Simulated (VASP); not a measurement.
# HfB2 (P6/mmm) in VASP: a series of runs

Runs on HfB2. Level: PBEsol. Tasks: single point.

Program: VASP 6.6.1. These are calculated values, not measurements. Logs are shortened: lines on timing, memory, paths and dates and some standing lists are left out, and cuts for length are marked.

### 1 The cell of the first run

It takes space group P6/mmm (No. 191, hexagonal). Conventional cell: a = 3.133 Å, b = 3.133 Å, c = 3.479 Å, α = 90.00°, β = 90.00°, γ = 120.00°. Within 3.3 Å of Hf (site symmetry 6/mmm) lie 12 B at 2.51 Å and 6 Hf at 3.13 Å. B (site symmetry -6m2) has 3 B at 1.81 Å within 2.4 Å.

### 2 Single point, PBEsol

INCAR

```
SYSTEM = HfB2
PREC = Accurate
ENCUT = 520
EDIFF = 1E-6
ISMEAR = -1
SIGMA = 0.05
LREAL = .False.
LASPH = .True.
NELM = 100
ALGO = Normal
ISIF = 2
LWAVE = .False.
LCHARG = .False.
GGA = PS
NBANDS = 15
```

KPOINTS

```
regular mesh
0
Gamma
  10 10 8
  0 0 0
```

POSCAR

```
HfB2
1.0
    3.1326790839      0.0000000000      0.0000000000
   -1.5663395419      2.7129796685      0.0000000000
    0.0000000000      0.0000000000      3.4792139900
Hf B
1 2
Direct
    0.0000000000      0.0000000000      0.0000000000
    0.3333333333      0.6666666667      0.5000000000
    0.6666666667      0.3333333333      0.5000000000
```

Potentials or basis: VASP PAW PBE potentials, release 64 (Hf_pv, B).

The run is started by

```
$ cat potpaw_PBE.64/Hf_pv/POTCAR potpaw_PBE.64/B/POTCAR > POTCAR
$ mpirun -np 1 vasp_std > vasp.out
```

OUTCAR:

```text
SYSTEM = HfB2
   PREC = Accurate
   ENCUT = 520
   EDIFF = 1E-6
   ISMEAR = -1
   LREAL = .False.
   LASPH = .True.
   NELM = 100
   ISIF = 2
   GGA = PS

 ion  position               nearest neighbor table
   1  0.000  0.000  0.000-   2 2.51   3 2.51   2 2.51   3 2.51   2 2.51   2 2.51   3 2.51   3 2.51
                             3 2.51   3 2.51   2 2.51   2 2.51
   2  0.333  0.667  0.500-   3 1.81   3 1.81   3 1.81   1 2.51   1 2.51   1 2.51   1 2.51   1 2.51
                             1 2.51
   3  0.667  0.333  0.500-   2 1.81   2 1.81   2 1.81   1 2.51   1 2.51   1 2.51   1 2.51   1 2.51
                             1 2.51

  LATTYP: Found a hexagonal cell.
 ALAT       =     3.1326790839
 C/A-ratio  =     1.1106193443

  Lattice vectors:

 A1 = (   3.1326790839,   0.0000000000,   0.0000000000)
 A2 = (  -1.5663395419,   2.7129796685,   0.0000000000)
 A3 = (   0.0000000000,   0.0000000000,   3.4792139900)

Analysis of symmetry for initial positions (statically):
=====================================================================
 Subroutine PRICEL returns:
 Original cell was already a primitive cell.

 Routine SETGRP: Setting up the symmetry group for a
 hexagonal supercell.

 Subroutine GETGRP returns: Found 24 space group operations
 (whereof 24 operations were pure point group operations)
 out of a pool of 24 trial point group operations.

The static configuration has the point symmetry D_6h.

Analysis of symmetry for dynamics (positions and initial velocities):
=====================================================================
 Subroutine PRICEL returns:
 Original cell was already a primitive cell.

 Routine SETGRP: Setting up the symmetry group for a
 hexagonal supercell.

 Subroutine GETGRP returns: Found 24 space group operations
 (whereof 24 operations were pure point group operations)
 out of a pool of 24 trial point group operations.

The dynamic configuration has the point symmetry D_6h.

 Subroutine INISYM returns: Found 24 space group operations
 (whereof 24 operations are pure point group operations),
 and found     1 'primitive' translations

----------------------------------------------------------------------------------------

                                     Primitive cell

  volume of cell :      29.5695

  direct lattice vectors                    reciprocal lattice vectors
     3.132679084  0.000000000  0.000000000     0.319215589  0.184299206  0.000000000
    -1.566339542  2.712979669  0.000000000     0.000000000  0.368598413  0.000000000
     0.000000000  0.000000000  3.479213990     0.000000000  0.000000000  0.287421240

  length of vectors
     3.132679084  3.132679084  3.479213990     0.368598413  0.368598413  0.287421240

  position of ions in fractional coordinates (direct lattice)
     0.000000000  0.000000000  0.000000000
     0.333333333  0.666666667  0.500000000
     0.666666667  0.333333333  0.500000000

  ion indices of the primitive-cell ions
   primitive index   ion index
                 1           1
                 2           2
                 3           3

----------------------------------------------------------------------------------------

 KPOINTS: regular mesh

Automatic generation of k-mesh.
 Grid dimensions read from file:
 generate k-points for:   10   10    8

 Generating k-lattice:

  Cartesian coordinates                     Fractional coordinates (reciprocal lattice)
     0.031921559  0.018429921  0.000000000     0.100000000  0.000000000  0.000000000
     0.000000000  0.036859841  0.000000000     0.000000000  0.100000000  0.000000000
     0.000000000  0.000000000  0.035927655     0.000000000  0.000000000  0.125000000

  Length of vectors
     0.036859841  0.036859841  0.035927655

  Shift w.r.t. Gamma in fractional coordinates (k-lattice)
     0.000000000  0.000000000  0.000000000

 Subroutine IBZKPT returns following result:
 ===========================================

 Found     70 irreducible k-points:

 Following reciprocal coordinates:
            Coordinates               Weight
  0.000000  0.000000  0.000000      1.000000
  0.100000  0.000000  0.000000      6.000000
  0.200000  0.000000  0.000000      6.000000
  0.300000  0.000000  0.000000      6.000000
  0.400000  0.000000  0.000000      6.000000
  0.500000  0.000000  0.000000      3.000000
[... 16 lines left out ...]
  0.300000  0.100000  0.125000     24.000000
  0.400000  0.100000  0.125000     24.000000
 [... further k-points ...]
   k-points           NKPTS =     70   k-points in BZ     NKDIM =     70   number of bands    NBANDS=     15
   number of dos      NEDOS =    301   number of ions     NIONS =      3
   total plane-waves  NPLWV =  16128
   dimension x,y,z NGX =    24 NGY =   24 NGZ =   28
   dimension x,y,z NGXF=    48 NGYF=   48 NGZF=   56
   ions per type =               1   2
   NGX,Y,Z   is equivalent  to a cutoff of  12.74, 12.74, 13.38 a.u.
   NGXF,Y,Z  is equivalent  to a cutoff of  25.47, 25.47, 26.76 a.u.
 SYSTEM =  HfB2
   PREC   = accura    normal or accurate (medium, high low for compatibility)
   ISTART =      0    job   : 0-new  1-cont  2-samecut
   ICHARG =      2    charge: 1-file 2-atom 10-const
   ISPIN  =      1    spin polarized calculation?
   LNONCOLLINEAR =      F non collinear calculations
   LSORBIT =      F    spin-orbit coupling
   LASPH  =      T    aspherical Exc in radial PAW
   ENCUT  =  520.0 eV  38.22 Ry    6.18 a.u.   5.82  5.82  6.47*2*pi/ulx,y,z
   NELM   =    100;   NELMIN=  2; NELMDL= -5     # of ELM steps
   EDIFF  = 0.1E-05   stopping-criterion for ELM
   LREAL  =      F    real-space projection
   EDIFFG = 0.1E-04   stopping-criterion for IOM
   NSW    =      0    number of steps for IOM
   IBRION =     -1    ionic relax: 0-MD 1-quasi-New 2-CG
   NFREE  =      0    steps in history (QN), initial steepest desc. (CG)
   ISIF   =      2    stress and relaxation
   ISYM   =      2    0-nonsym 1-usesym 2-fastsym
   POTIM  = 0.5000    time-step for ionic-motion
   TEBEG  =    0.0;   TEEND  =   0.0 temperature during run
   PSTRESS=    0.0 pullay stress
   NELECT =      16.0000    total number of electrons
   NUPDOWN=      -1.0000    fix difference up-down
   EMIN   =  10.00;   EMAX   =-10.00  energy-range for DOS
   EFERMI =   0.00;   METHOD = LEGACY
   ISMEAR =    -1;   SIGMA  =   0.05  broadening in eV -4-tet -1-fermi 0-gaus
   EFERMI_NEDOS =   21; number of points for ismear=-14 and -15
   IALGO  =     38    algorithm
   IMIX   =      4    mixing-type and parameters
     AMIX     =   0.40;   BMIX     =  1.00
     AMIX_MAG =   1.60;   BMIX_MAG =  1.00
  volume/ion in A,a.u.               =       9.86        66.51
  Fermi-wavevector in a.u.,A,eV,Ry     =   1.334034  2.520959 24.213571  1.779647
  Thomas-Fermi vector in A             =   2.462847
   LORBIT       =      0    0 simple, 1 ext, 2 COOP (PROOUT), +10 PAW based schemes
   GGA     = PS    functional components
   LHFCALC =     F    Hartree Fock is set to
   AEXX    =    0.0000 exact exchange contribution
   IVDW    =     0    specifies the selected vdW correction
   LEPSILON=     F    determine dielectric tensor
   LRPA    =     F    only Hartree local field effects (RPA)
 non-spin polarized calculation
  energy-cutoff  :      520.00
  volume of cell :       29.57
 maximum number of plane-waves:       816
 NGX is ok and might be reduce to    24
   NGX = 11   NGY = 11   NGZ = 13

 number of electron      15.9999998 magnetization

 Free energy of the ion-electron system (eV)
  ---------------------------------------------------
  ext. energy  EPLUGINS =         0.00000000
  ---------------------------------------------------
  free energy    TOTEN  =       -27.85994096 eV

  energy without entropy =      -27.85739931  energy(sigma->0) =      -27.85867014

 E-fermi :   7.4622     XC(G=0): -12.7043

 val. band max:        7.4001315478   @ k =   0.2000   0.2000   0.1250
 cond. band min:       7.6891967128   @ k =   0.0000   0.0000   0.2500
 fundamental gap:      0.2890651650
 Fermi energy:         7.4621689747

 k-point     1 :       0.0000    0.0000    0.0000
  band No.  band energies     occupation
      1     -22.9768      2.00000
      2     -22.4661      2.00000
      3     -22.4661      2.00000
      4      -6.1620      2.00000
      5       4.5230      2.00000
      6       4.7077      2.00000
      7       4.7077      2.00000
      8       4.8233      2.00000
      9      11.6067      0.00000
     10      11.6067      0.00000
     11      12.2580      0.00000
     12      12.2580      0.00000
     13      12.6279      0.00000
     14      12.6279      0.00000
     15      12.7180      0.00000

 k-point     2 :       0.1000    0.0000    0.0000
  band No.  band energies     occupation
      1     -22.9638      2.00000
      2     -22.5462      2.00000
      3     -22.4839      2.00000
      4      -5.9448      2.00000
      5       4.1144      2.00000
      6       4.6346      2.00000
      7       4.6962      2.00000
      8       4.7398      2.00000
      9      10.9026      0.00000
     10      11.4559      0.00000
     11      11.4779      0.00000
     12      11.8616      0.00000
     13      13.2744      0.00000
     14      13.7138      0.00000
     15      14.0415      0.00000

 k-point     3 :       0.2000    0.0000    0.0000
  band No.  band energies     occupation
      1     -22.9295      2.00000
      2     -22.7504      2.00000
      3     -22.5299      2.00000
      4      -5.3269      2.00000
      5       2.7918      2.00000
      6       4.2158      2.00000
      7       4.6138      2.00000
      8       5.1804      2.00000
      9       9.7724      0.00000
     10      11.0926      0.00000
     11      11.3191      0.00000
     12      11.7950      0.00000
     13      13.6391      0.00000
     14      14.7554      0.00000
     15      15.5676      0.00000

 k-point     4 :       0.3000    0.0000    0.0000
  band No.  band energies     occupation
      1     -22.9925      2.00000
      2     -22.8868      2.00000
      3     -22.5862      2.00000
      4      -4.3882      2.00000
      5       1.2645      2.00000
      6       3.8005      2.00000
      7       4.4356      2.00000
      8       5.2265      2.00000
      9       9.9907      0.00000
     10      10.6930      0.00000
     11      10.8451      0.00000
     12      11.9082      0.00000
     13      13.6801      0.00000
     14      16.0773      0.00000
     15      17.8394      0.00000
[... 307 lines left out ...]
 k-point    22 :       0.2000    0.1000    0.1250
  band No.  band energies     occupation
      1     -22.9416      2.00000
      2     -22.8846      2.00000
      3     -22.5833      2.00000
      4      -4.5627      2.00000
      5       1.9830      2.00000
      6       3.3030      2.00000
      7       3.9837      2.00000
      8       6.2635      2.00000
      9       8.2702      0.00000
     10      11.1802      0.00000
     11      11.7893      0.00000
     12      12.6061      0.00000
     13      14.2293      0.00000
     14      14.7836      0.00000
     15      16.6931      0.00000

 k-point    23 :       0.3000    0.1000    0.1250
  band No.  band energies     occupation
      1     -23.0854      2.00000
      2     -22.8995      2.00000
      3     -22.6483      2.00000
      4      -3.5545      2.00000
      5       0.4835      2.00000
      6       3.1223      2.00000
      7       3.8129      2.00000
      8       5.7834      2.00000
      9       8.6564      0.00000
     10      10.9244      0.00000
     11      11.8933      0.00000
     12      13.1956      0.00000
     13      15.0141      0.00000
     14      15.7367      0.00000
     15      18.5551      0.00000

 k-point    24 :       0.4000    0.1000    0.1250
  band No.  band energies     occupation
      1     -23.2049      2.00000
      2     -22.8744      2.00000
      3     -22.6881      2.00000
      4      -2.3516      2.00000
      5      -0.9756      2.00000
      6       2.9490      2.00000
      7       3.8068      2.00000
      8       5.3427      2.00000
      9       8.7477      0.00000
     10      11.7292      0.00000
     11      11.8169      0.00000
     12      13.9130      0.00000
     13      15.1369      0.00000
     14      16.0933      0.00000
     15      18.4873      0.00000

 [... further k-points ...]

------------------------ aborting loop because EDIFF is reached ----------------------------------------

  FORCE on cell =-STRESS in cart. coord.  units (eV):
  Direction    XX          YY          ZZ          XY          YZ          ZX
  --------------------------------------------------------------------------------------
  -------------------------------------------------------------------------------------
  Total       -0.4890968     -0.4890968     -0.7814055     -0.0000000     -0.0000000     -0.0000000
  in kB      -26.5009749    -26.5009749    -42.3392810     -0.0000000     -0.0000000     -0.0000000
  external PRESSURE =     -31.7804103 kB  Pullay stress =       0.0000000 kB

 VOLUME and BASIS-vectors are now :
 -----------------------------------------------------------------------------
  energy-cutoff  :      520.00
  volume of cell :       29.57
      direct lattice vectors                 reciprocal lattice vectors
     3.132679084  0.000000000  0.000000000     0.319215589  0.184299206  0.000000000
    -1.566339542  2.712979669  0.000000000     0.000000000  0.368598413  0.000000000
     0.000000000  0.000000000  3.479213990     0.000000000  0.000000000  0.287421240

 POSITION                                       TOTAL-FORCE (eV/Angst)
 -----------------------------------------------------------------------------------
      0.00000      0.00000      0.00000         0.000000     -0.000000      0.000000
     -0.00000      1.80865      1.73961        -0.000000      0.000000      0.000000
      1.56634      0.90433      1.73961         0.000000      0.000000      0.000000
 -----------------------------------------------------------------------------------
    total drift:                               -0.000000      0.000000      0.000000

  FREE ENERGIE OF THE ION-ELECTRON SYSTEM (eV)
  ---------------------------------------------------
  free  energy   TOTEN  =       -27.8599409621 eV

  energy  without entropy=      -27.8573993104  energy(sigma->0) =      -27.85867014
```

It took 11 s on 1 thread of Intel Xeon Platinum 8559C (Emerald Rapids), shared host; peak memory 0.16 GiB.

Results:

```yaml
Free_energy: -27.8599 eV
Pressure: -3.2 GPa
Band_gap_on_the_k_mesh: zero (band 8 reaches 8.18 eV, above the bottom of band 9 at 7.33 eV)
```

Levels at points of the mesh, in eV from the Fermi level:
| k point | band 5 | band 6 | band 7 | band 8 | band 9 | band 10 | band 11 | band 12 |
| --- | --- | --- | --- | --- | --- | --- | --- | --- |
| (0.00, 0.00, 0.00) | -2.94 | -2.75 | -2.75 | -2.64 | 4.14 | 4.14 | 4.80 | 4.80 |
| (0.50, 0.00, 0.00) | -8.87 | -4.04 | -3.28 | -2.78 | 2.27 | 2.83 | 5.74 | 5.89 |
| (0.00, 0.00, 0.50) | -8.28 | -1.02 | -1.02 | 0.44 | 0.44 | 1.10 | 1.10 | 2.30 |
| (0.50, 0.00, 0.50) | -7.35 | -4.84 | -4.61 | -2.51 | 4.19 | 4.24 | 6.42 | 7.35 |

Caveat: the PAW data sets were made with another functional, which shifts forces and pressure a little; spin-orbit coupling is left out, which moves the levels of the heavy elements.

### 3 Single point, PBEsol

INCAR

```
PREC = Accurate
ENCUT = 520
EDIFF = 1E-6
ISMEAR = -1
SIGMA = 0.05
LREAL = False
LASPH = True
NELM = 100
ALGO = Normal
ISIF = 2
LWAVE = False
LCHARG = True
GGA = PS
LELF = True
LVHAR = True
NBANDS = 15
```

KPOINTS

```
Automatic mesh
0
Gamma
  10 10 8
```

POSCAR is that of step 2.

Potentials or basis: VASP PAW PBE potentials, release 64 (Hf_pv, B).

The run is started by

```
$ cat potpaw_PBE.64/Hf_pv/POTCAR potpaw_PBE.64/B/POTCAR > POTCAR
$ mpirun -np 1 vasp_std > vasp.out
```

Run time: 12 s. Hardware: 1 thread of Intel Xeon Platinum 8559C (Emerald Rapids), shared host; peak memory 0.16 GiB.

Results (log left out):

```
Free energy            : -27.8599 eV
Pressure               : -3.2 GPa
Band gap on the k mesh : zero (band 8 reaches 8.18 eV, above the bottom of band 9 at 7.33 eV)
```

Stress tensor (GPa, compression positive):
```
-2.65  0.00  0.00
 0.00 -2.65  0.00
 0.00  0.00 -4.23
```

Levels at points of the mesh, in eV from the Fermi level:
```tsv
k point	band 5	band 6	band 7	band 8	band 9	band 10	band 11	band 12
(0.00, 0.00, 0.00)	-2.94	-2.75	-2.75	-2.64	4.14	4.14	4.80	4.80
(0.50, 0.00, 0.00)	-8.87	-4.04	-3.28	-2.78	2.27	2.83	5.74	5.89
(0.00, 0.00, 0.50)	-8.28	-1.02	-1.02	0.44	0.44	1.10	1.10	2.30
(0.50, 0.00, 0.50)	-7.35	-4.84	-4.61	-2.51	4.19	4.24	6.42	7.35
```

Caveat: the PAW data sets were made with another functional, which shifts forces and pressure a little; spin-orbit coupling is left out, which moves the levels of the heavy elements.
